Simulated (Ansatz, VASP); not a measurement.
Two plane-wave programs on HfO2

The input INCAR:

```
PREC = Accurate ; ENCUT = 520
EDIFF = 1E-6 ; ISMEAR = 0
SIGMA = 0.05 ; LREAL = F
LASPH = T ; NELM = 80
ALGO = Normal ; ISIF = 2
LWAVE = F ; LCHARG = F
GGA = PE ; NBANDS = 18
```

File KPOINTS:

```
regular mesh
0
Gamma
  8 8 8
```

POSCAR

```
HfO2
1.0
    0.0000000000      2.4790516232      2.4790516232
    2.4790516232      0.0000000000      2.4790516232
    2.4790516232      2.4790516232      0.0000000000
Hf O
1 2
Direct
    0.0000000000      0.0000000000      0.0000000000
    0.2500000000      0.2500000000      0.2500000000
    0.7500000000      0.7500000000      0.7500000000
```

Input for Ansatz:

```yaml
crystal:
  lattice:
    - [0.0, 2.4790516232, 2.4790516232]
    - [2.4790516232, 0.0, 2.4790516232]
    - [2.4790516232, 2.4790516232, 0.0]
  atoms:
    - { symbol: Hf, position: [0.0, 0.0, 0.0] }
    - { symbol: O, position: [0.25, 0.25, 0.25] }
    - { symbol: O, position: [0.75, 0.75, 0.75] }
basis:
  ecutwfc: 520.0
kpoints:
  mp_grid: { grid: [8, 8, 8] }
hamiltonian:
  xc: pbe
  pseudopotentials: { kind: paw, azcp: { folder: soft_1 } }
scf:
  occupations: { method: gaussian, width: 0.05 }
output:
  forces: true
  stress: true
  eigenvalues: true
```

Alike in both runs: task single point; functional PBE; k mesh 8 × 8 × 8; occupations gaussian, width 0.05 eV; no spin polarisation.

```csv
,VASP,Ansatz
version,VASP 6.6.1,Ansatz 0.2.0
potentials or method,"VASP PAW PBE potentials, release 64 (Hf_pv, O), cutoff 520 eV","scalar-relativistic, plane waves, PAW"
valence electrons in the cell,22,38
```

|  | VASP | Ansatz | Ansatz less VASP |
| --- | --- | --- | --- |
| gap on the k mesh at the Fermi level (eV) | 3.98 | 3.95 | -0.034 |
| least direct gap on the mesh (eV) | 3.98 | 3.95 | -0.034 |
| pressure (GPa) | 20.0 | 24.5 | +4.53 |

The functional is the same, so the differences come from potentials, cutoffs and numerics. VASP's potentials hold 22 valence electrons a cell and Ansatz's 38, so a difference there can come from the potentials and not from the codes.

Spin-orbit coupling is off throughout.
